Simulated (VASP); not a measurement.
# PbO (P-6m2) in VASP: notebook

The runs below take PbO through relaxation of shape and atoms at fixed volume, with r2SCAN.

Everything below comes from runs of VASP 6.6.1. Logs are shortened: lines on timing, memory, paths and dates and some standing lists are left out, and cuts for length are marked.

**1. The cell of the first run**

The structure is hexagonal, space group P-6m2 (No. 187). The conventional cell has a = 3.547 Å, b = 3.547 Å, c = 3.271 Å, α = 90.00°, β = 90.00°, γ = 120.00°. Within 3.5 Å of Pb (site symmetry -6m2) lie 6 O at 2.62 Å and 2 Pb at 3.27 Å. Within 3.5 Å of O (site symmetry -6m2) lie 6 Pb at 2.62 Å and 2 O at 3.27 Å.

**2. Relaxation of shape and atoms at fixed volume, r2SCAN**

Contents of POSCAR:

```
PbO
1.0
    3.5470242890      0.0000000000      0.0000000000
   -1.7735121445      3.0718131421      0.0000000000
    0.0000000000      0.0000000000      3.2709426068
Pb O
1 1
Direct
    0.0000000000      0.0000000000      0.0000000000
    0.6666666667      0.3333333333      0.5000000000
```

Contents of INCAR.step1:

```
PREC = Accurate ; ENCUT = 600
ISMEAR = 0 ; SIGMA = 0.05
LREAL = F ; LASPH = T
NELM = 100 ; GGA = PE
ALGO = Normal ; EDIFF = 1E-4
LWAVE = T ; LCHARG = F
```

Contents of INCAR.step2:

```
PREC = Accurate ; ENCUT = 600
EDIFF = 1E-6 ; ISMEAR = 0
SIGMA = 0.05 ; LREAL = F
LASPH = T ; NELM = 100
ALGO = Normal ; ISIF = 4
LWAVE = F ; LCHARG = F
METAGGA = R2SCAN ; LMIXTAU = T
IBRION = 2 ; NSW = 60
EDIFFG = -0.01 ; ISTART = 1
```

Contents of KPOINTS:

```
regular mesh
0
Gamma
  12 12 10
```

Potentials or basis: VASP PAW PBE potentials, release 64 (Pb_d, O).

On the command line:

```
cat potpaw_PBE.64/Pb_d/POTCAR potpaw_PBE.64/O/POTCAR > POTCAR
cp INCAR.step1 INCAR
mpirun -np 1 vasp_std > vasp.out
cp INCAR.step2 INCAR
mpirun -np 1 vasp_std > vasp.out
```

OUTCAR:

```text
PREC = Accurate
   ENCUT = 600
   EDIFF = 1E-6
   ISMEAR = 0
   LREAL = F
   LASPH = T
   NELM = 100
   ISIF = 4
   METAGGA = R2SCAN
   IBRION = 2
   NSW = 60
   EDIFFG = -0.01
   ISTART = 1

 ion  position               nearest neighbor table
   1  0.000  0.000  0.000-   2 2.62   2 2.62   2 2.62   2 2.62   2 2.62   2 2.62
   2  0.667  0.333  0.500-   1 2.62   1 2.62   1 2.62   1 2.62   1 2.62   1 2.62

  LATTYP: Found a hexagonal cell.
 ALAT       =     3.5470242890
 C/A-ratio  =     0.9221652688

  Lattice vectors:

 A1 = (   3.5470242890,   0.0000000000,   0.0000000000)
 A2 = (  -1.7735121445,   3.0718131421,   0.0000000000)
 A3 = (   0.0000000000,   0.0000000000,   3.2709426068)

Analysis of symmetry for initial positions (statically):
=====================================================================
 Subroutine PRICEL returns:
 Original cell was already a primitive cell.

 Routine SETGRP: Setting up the symmetry group for a
 hexagonal supercell.

 Subroutine GETGRP returns: Found 12 space group operations
 (whereof 12 operations were pure point group operations)
 out of a pool of 24 trial point group operations.

The static configuration has the point symmetry D_3h.

Analysis of symmetry for dynamics (positions and initial velocities):
=====================================================================
 Subroutine PRICEL returns:
 Original cell was already a primitive cell.

 Routine SETGRP: Setting up the symmetry group for a
 hexagonal supercell.

 Subroutine GETGRP returns: Found 12 space group operations
 (whereof 12 operations were pure point group operations)
 out of a pool of 24 trial point group operations.

The dynamic configuration has the point symmetry D_3h.

 Subroutine INISYM returns: Found 12 space group operations
 (whereof 12 operations are pure point group operations),
 and found     1 'primitive' translations

----------------------------------------------------------------------------------------

                                     Primitive cell

  volume of cell :      35.6395

  direct lattice vectors                    reciprocal lattice vectors
     3.547024289  0.000000000  0.000000000     0.281926460  0.162770317  0.000000000
    -1.773512144  3.071813142  0.000000000     0.000000000  0.325540635  0.000000000
     0.000000000  0.000000000  3.270942607     0.000000000  0.000000000  0.305722270

  length of vectors
     3.547024289  3.547024289  3.270942607     0.325540635  0.325540635  0.305722270

  position of ions in fractional coordinates (direct lattice)
     0.000000000  0.000000000  0.000000000
     0.666666667  0.333333333  0.500000000

  ion indices of the primitive-cell ions
   primitive index   ion index
                 1           1
                 2           2

----------------------------------------------------------------------------------------

 KPOINTS: regular mesh

Automatic generation of k-mesh.
 Grid dimensions read from file:
 generate k-points for:   12   12   10

 Generating k-lattice:

  Cartesian coordinates                     Fractional coordinates (reciprocal lattice)
     0.023493872  0.013564193  0.000000000     0.083333333  0.000000000  0.000000000
     0.000000000  0.027128386  0.000000000     0.000000000  0.083333333  0.000000000
     0.000000000  0.000000000  0.030572227     0.000000000  0.000000000  0.100000000

  Length of vectors
     0.027128386  0.027128386  0.030572227

  Shift w.r.t. Gamma in fractional coordinates (k-lattice)
     0.000000000  0.000000000  0.000000000

 Subroutine IBZKPT returns following result:
 ===========================================
[... 54 lines left out ...]
   ISIF   =      4    stress and relaxation
   ISYM   =      2    0-nonsym 1-usesym 2-fastsym
   POTIM  = 0.5000    time-step for ionic-motion
   TEBEG  =    0.0;   TEEND  =   0.0 temperature during run
   PSTRESS=    0.0 pullay stress
   NELECT =      20.0000    total number of electrons
   NUPDOWN=      -1.0000    fix difference up-down
   EMIN   =  10.00;   EMAX   =-10.00  energy-range for DOS
   EFERMI =   0.00;   METHOD = LEGACY
   ISMEAR =     0;   SIGMA  =   0.05  broadening in eV -4-tet -1-fermi 0-gaus
   EFERMI_NEDOS =   21; number of points for ismear=-14 and -15
   IALGO  =     38    algorithm
   IMIX   =      4    mixing-type and parameters
     AMIX     =   0.40;   BMIX     =  1.00
     AMIX_MAG =   1.60;   BMIX_MAG =  1.00
  volume/ion in A,a.u.               =      17.82       120.25
  Fermi-wavevector in a.u.,A,eV,Ry     =   1.350333  2.551759 24.808851  1.823399
  Thomas-Fermi vector in A             =   2.477846
   LORBIT       =      0    0 simple, 1 ext, 2 COOP (PROOUT), +10 PAW based schemes
   METAGGA = R2SCAN    functional components
   LHFCALC =     F    Hartree Fock is set to
   AEXX    =    0.0000 exact exchange contribution
   IVDW    =     0    specifies the selected vdW correction
   LEPSILON=     F    determine dielectric tensor
   LRPA    =     F    only Hartree local field effects (RPA)
 conjugate gradient relaxation of ions
 non-spin polarized calculation
 Gauss-broadening in eV      SIGMA  =   0.05
  energy-cutoff  :      600.00
  volume of cell :       35.64
 maximum number of plane-waves:      1208
   NGX = 15   NGY = 15   NGZ = 13

--------------------------------------- Ionic step        1  -------------------------------------------

 number of electron      19.9999998 magnetization

 Free energy of the ion-electron system (eV)
  ---------------------------------------------------
  ext. energy  EPLUGINS =         0.00000000
  ---------------------------------------------------
  free energy    TOTEN  =       -64.07535489 eV

  energy without entropy =      -64.07535480  energy(sigma->0) =      -64.07535484

------------------------ aborting loop because EDIFF is reached ----------------------------------------

  FORCE on cell =-STRESS in cart. coord.  units (eV):
  Direction    XX          YY          ZZ          XY          YZ          ZX
  --------------------------------------------------------------------------------------
  -------------------------------------------------------------------------------------
  Total       -0.2516805     -0.2516805     -0.1609097      0.0000000      0.0000000      0.0000000
  in kB      -11.3143135    -11.3143135     -7.2337079      0.0000000      0.0000000      0.0000000
  external PRESSURE =      -9.9541116 kB  Pullay stress =       0.0000000 kB

 VOLUME and BASIS-vectors are now :
 -----------------------------------------------------------------------------
  energy-cutoff  :      600.00
  volume of cell :       35.64
      direct lattice vectors                 reciprocal lattice vectors
     3.547024289  0.000000000  0.000000000     0.281926460  0.162770317  0.000000000
    -1.773512144  3.071813142  0.000000000     0.000000000  0.325540635  0.000000000
     0.000000000  0.000000000  3.270942607     0.000000000  0.000000000  0.305722270

 POSITION                                       TOTAL-FORCE (eV/Angst)
 -----------------------------------------------------------------------------------
      0.00000      0.00000      0.00000        -0.000000      0.000000      0.000000
      1.77351      1.02394      1.63547         0.000000      0.000000      0.000000
 -----------------------------------------------------------------------------------
    total drift:                                0.000000     -0.000000      0.000000

  FREE ENERGIE OF THE ION-ELECTRON SYSTEM (eV)
  ---------------------------------------------------
  free  energy   TOTEN  =       -64.0753548944 eV

  energy  without entropy=      -64.0753547956  energy(sigma->0) =      -64.07535484

--------------------------------------- Ionic step        2  -------------------------------------------

 number of electron      19.9999998 magnetization

 Free energy of the ion-electron system (eV)
  ---------------------------------------------------
  ext. energy  EPLUGINS =         0.00000000
  ---------------------------------------------------
  free energy    TOTEN  =       -64.07543320 eV

  energy without entropy =      -64.07543315  energy(sigma->0) =      -64.07543318

 E-fermi :   6.6776     XC(G=0): -11.2428

 val. band max:        6.5415610840   @ k =   0.3333   0.3333   0.0000
 cond. band min:       6.8075280580   @ k =   0.0000   0.0000   0.5000
 fundamental gap:      0.2659669740
 Fermi energy:         6.6776104373

 k-point     1 :       0.0000    0.0000    0.0000
  band No.  band energies     occupation
      1     -12.3352      2.00000
      2     -11.0775      2.00000
      3     -10.8865      2.00000
      4     -10.8865      2.00000
      5     -10.5977      2.00000
      6     -10.5977      2.00000
      7      -1.7264      2.00000
      8       3.6998      2.00000
      9       4.1613      2.00000
     10       4.1613      2.00000
     11      13.1884      0.00000
     12      13.1884      0.00000
     13      15.3060      0.00000
     14      16.1035      0.00000
[... 377 lines left out ...]
      1     -12.1267      2.00000
      2     -10.9955      2.00000
      3     -10.7633      2.00000
      4     -10.7095      2.00000
      5     -10.6319      2.00000
      6     -10.5184      2.00000
      7      -2.1351      2.00000
      8       3.5243      2.00000
      9       3.5529      2.00000
     10       5.1087      2.00000
     11       8.6273      0.00000
     12      13.2041      0.00000
     13      13.9641      0.00000
     14      16.1304      0.00000

 [... further k-points ...]
[... 5 lines left out ...]
  --------------------------------------------------------------------------------------
  -------------------------------------------------------------------------------------
  Total       -0.2364708     -0.2364708     -0.2191614     -0.0000000      0.0000000      0.0000000
  in kB      -10.6305636    -10.6305636     -9.8524178     -0.0000000      0.0000000      0.0000000
  external PRESSURE =     -10.3711817 kB  Pullay stress =       0.0000000 kB

 VOLUME and BASIS-vectors are now :
 -----------------------------------------------------------------------------
  energy-cutoff  :      600.00
  volume of cell :       35.64
      direct lattice vectors                 reciprocal lattice vectors
     3.544437427  0.000000000  0.000000000     0.282132220  0.162889113 -0.000000000
    -1.772218713  3.069572854 -0.000000000     0.000000000  0.325778226  0.000000000
     0.000000000  0.000000000  3.275718861    -0.000000000  0.000000000  0.305276503

 POSITION                                       TOTAL-FORCE (eV/Angst)
 -----------------------------------------------------------------------------------
      3.54444      0.00000      0.00000         0.000000     -0.000000     -0.000000
      1.77222      1.02319      1.63786        -0.000000      0.000000      0.000000
 -----------------------------------------------------------------------------------
    total drift:                                0.000000     -0.000000     -0.000000

  FREE ENERGIE OF THE ION-ELECTRON SYSTEM (eV)
  ---------------------------------------------------
  free  energy   TOTEN  =       -64.0754331997 eV

  energy  without entropy=      -64.0754331529  energy(sigma->0) =      -64.07543318

 reached required accuracy - stopping structural energy minimisation
```

Run time: 2.4 min. Hardware: 1 thread of Intel Xeon 6975P-C (Granite Rapids), shared host; peak memory 0.22 GiB.

Results:

```
Free energy               : -64.0754 eV
Energy gained by relaxing : 0.0 meV/atom
Ionic steps               : 2
Pressure after relaxing   : -1.0 GPa
Band gap on the k mesh    : 0.27 eV, indirect (least direct gap 0.35 eV)
```

Final structure:
```cif
data_structure
_symmetry_space_group_name_H-M 'P 1'
_symmetry_Int_Tables_number 1
_cell_length_a 3.5444
_cell_length_b 3.5444
_cell_length_c 3.2757
_cell_angle_alpha 90.000
_cell_angle_beta 90.000
_cell_angle_gamma 120.000
_cell_volume 35.64
loop_
_atom_site_label
_atom_site_type_symbol
_atom_site_fract_x
_atom_site_fract_y
_atom_site_fract_z
_atom_site_occupancy
Pb1 Pb 0.00000 0.00000 0.00000 1
O1 O 0.66667 0.33333 0.50000 1
```

Caveat: the PAW data sets were made with another functional, which shifts forces and pressure a little; spin-orbit coupling is left out, which moves the levels of the heavy elements. A k mesh can miss the band edges.

**3. Relaxation of shape and atoms at fixed volume, r2SCAN (volume scaled by 1.020)**

Contents of POSCAR:

```
PbO
1.0
    3.5494272560      0.0000000000      0.0000000000
   -1.7747136280      3.0738941726      0.0000000000
    0.0000000000      0.0000000000      3.2887008114
Pb O
1 1
Direct
    0.0000000000      0.0000000000      0.0000000000
    0.6666666667      0.3333333333      0.5000000000
```

Contents of INCAR.step1:

```
ALGO = Normal
EDIFF = 1E-4
ENCUT = 600
GGA = PE
ISMEAR = 0
LASPH = T
LCHARG = F
LREAL = F
LWAVE = T
NELM = 80
PREC = Accurate
SIGMA = 0.05
```

Contents of INCAR.step2:

```
ALGO = Normal
EDIFF = 1E-7
EDIFFG = -0.01
ENCUT = 600
IBRION = 2
ISIF = 4
ISMEAR = 0
ISTART = 1
LASPH = T
LCHARG = F
LMIXTAU = T
LREAL = F
LWAVE = F
METAGGA = R2SCAN
NELM = 80
NSW = 60
PREC = Accurate
SIGMA = 0.05
```

Contents of KPOINTS:

```
k-points
0
Gamma
  12 12 10
```

Potentials or basis: VASP PAW PBE potentials, release 64 (Pb_d, O).

On the command line:

```
cat potpaw_PBE.64/Pb_d/POTCAR potpaw_PBE.64/O/POTCAR > POTCAR
cp INCAR.step1 INCAR
mpirun -np 1 vasp_std > vasp.out
cp INCAR.step2 INCAR
mpirun -np 1 vasp_std > vasp.out
```

Wall time 2.9 min (1 thread of Intel Xeon 6975P-C (Granite Rapids), shared host); peak memory 0.22 GiB.

Results (log left out):

```
Free energy               : -64.0737 eV
Energy gained by relaxing : 0.1 meV/atom
Ionic steps               : 2
Pressure after relaxing   : -1.6 GPa
Band gap on the k mesh    : 0.27 eV, indirect (least direct gap 0.36 eV)
```

Stress tensor (GPa, compression positive):
```
-1.62  0.00  0.00
 0.00 -1.62  0.00
 0.00  0.00 -1.71
```

The path:
```
step  energy change (eV)  largest force (eV/Å)  pressure (GPa)  volume (Å³)
   1              0.0000                0.0000           -1.70        35.88
   2             -0.0001                0.0000           -1.65        35.88
```

Final structure:
```
CELL_PARAMETERS angstrom
3.55265 0.00000 0.00000
-1.77633 3.07669 0.00000
0.00000 0.00000 3.28273
ATOMIC_POSITIONS crystal
Pb 0.00000 0.00000 0.00000
O 0.66667 0.33333 0.50000
```

Levels at points of the mesh, in eV from the valence-band top:
```tsv
k point	band 6	band 7	band 8	band 9	band 10	band 11	band 12	band 13	band 14
(0.00, 0.00, 0.00)	-17.13	-8.26	-2.80	-2.34	-2.34	6.62	6.62	8.72	9.56
(0.50, 0.00, 0.00)	-17.02	-8.88	-3.24	-2.06	-2.04	1.40	6.68	8.21	8.98
(0.00, 0.00, 0.50)	-17.24	-9.55	-2.03	-2.03	-0.08	0.27	8.11	8.11	13.06
(0.50, 0.00, 0.50)	-16.51	-6.52	-4.57	-4.28	-2.15	3.01	3.71	5.09	8.69
```

Caveat: the cell differs from its parent crystal (volume scaled by 1.020); the PAW data sets were made with another functional, which shifts forces and pressure a little; spin-orbit coupling is left out, which moves the levels of the heavy elements. A k mesh can miss the band edges.

[end of part 1 of 2]
